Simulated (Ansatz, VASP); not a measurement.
**One calculation of Ta2H3, two programs**

INCAR

```
SYSTEM = Ta2H3
PREC     = Accurate       ! precision mode
ENCUT    = 520            ! plane-wave cutoff, eV
EDIFF    = 1E-6           ! SCF threshold, eV
ISMEAR   = 0              ! smearing method
SIGMA    = 0.1            ! smearing width, eV
LREAL    = .FALSE.        ! projectors in reciprocal space
LASPH    = .TRUE.         ! aspherical terms in the spheres
NELM     = 100            ! most SCF steps
ALGO     = Normal         ! electronic algorithm
ISIF     = 2              ! what is computed and relaxed
LWAVE    = .FALSE.        ! write WAVECAR
LCHARG   = .FALSE.        ! write CHGCAR
GGA      = PE             ! functional
NBANDS   = 20             ! bands
```

KPOINTS

```
Automatic mesh
0
G
  14 14 8
  0 0 0
```

POSCAR

```
Ta2H3
1.0
    2.7243101882     -1.4904928529      0.0096559394
    2.7243101882      1.4904928529      0.0096559394
   -0.0844581622      0.0000000000      5.3725710993
Ta H
2 3
Direct
    0.6667526260      0.6667526260      0.2664750077
    0.3332473740      0.3332473740      0.7335249923
    0.0000000000      0.0000000000      0.5000000000
    0.6606930603      0.6606930603      0.8928761829
    0.3393069397      0.3393069397      0.1071238171
```

Input for Ansatz:

```yaml
crystal:
  lattice:
    - [2.7243101882, -1.4904928529, 0.0096559394]
    - [2.7243101882, 1.4904928529, 0.0096559394]
    - [-0.0844581622, 0.0, 5.3725710993]
  atoms:
    - { symbol: Ta, position: [0.666752626, 0.666752626, 0.2664750077] }
    - { symbol: Ta, position: [0.333247374, 0.333247374, 0.7335249923] }
    - { symbol: H, position: [0.0, 0.0, 0.5] }
    - { symbol: H, position: [0.6606930603, 0.6606930603, 0.8928761829] }
    - { symbol: H, position: [0.3393069397, 0.3393069397, 0.1071238171] }
basis:
  ecutwfc: 420
kpoints:
  mp_grid: { grid: [14, 14, 8] }
  band_path:
    path:
      - [[0.0, 0.0, 0.0], [-0.32484204, 0.32484204, 0.0]]
      - [[-0.67515796, -0.32484204, 0.0], [-0.5, -0.5, 0.0], [0.0, 0.0, 0.0], [-0.5, -0.5, 0.5], [-0.6760819, -0.3239181, 0.5]]
      - [[-0.3239181, 0.3239181, 0.5], [0.0, 0.0, 0.5], [0.0, 0.0, 0.0]]
      - [[-0.5, 0.0, 0.5], [0.0, 0.0, 0.0], [-0.5, 0.0, 0.0]]
    npoints: 14
hamiltonian:
  xc: pbe
scf:
  occupations: { method: gaussian, width: 0.1 }
  n_extra_bands: 12
output:
  forces: true
  stress: true
  eigenvalues: true
  populations: true
  dos: { projected: true, de: 0.02, nscf_kmesh: { grid: [17, 17, 10] } }
  bader: true
  write_density: true
  write_potential: true
  elf: true
  volumetric_format: npy
```

Alike in both runs: task single point; functional PBE; k mesh 14 × 14 × 8; occupations gaussian, width 0.1 eV; no spin polarisation.

|  | VASP | Ansatz |
| --- | --- | --- |
| version | VASP 6.6.1 | Ansatz 0.2.0 |
| potentials or method | VASP PAW PBE potentials, release 64 (Ta_pv, H), cutoff 520 eV | scalar-relativistic, plane waves, PAW |
| valence electrons in the cell | 25 | 29 |

```tsv
	VASP	Ansatz	Ansatz less VASP
gap on the k mesh at the Fermi level (eV)	none	none	-
pressure (GPa)	0.1	0.0	-0.13
rms of the force components (eV/Å)	0.005	0.002	-0.0027
```

Atom by atom the forces differ by 0.005 eV/Å (rms over components). A gap of «none» marks a metal or a gap that the smearing closes. The functional is the same, so the differences come from potentials, cutoffs and numerics. VASP's potentials hold 25 valence electrons a cell and Ansatz's 29, so a difference there can come from the potentials and not from the codes.

Spin-orbit coupling is off throughout.
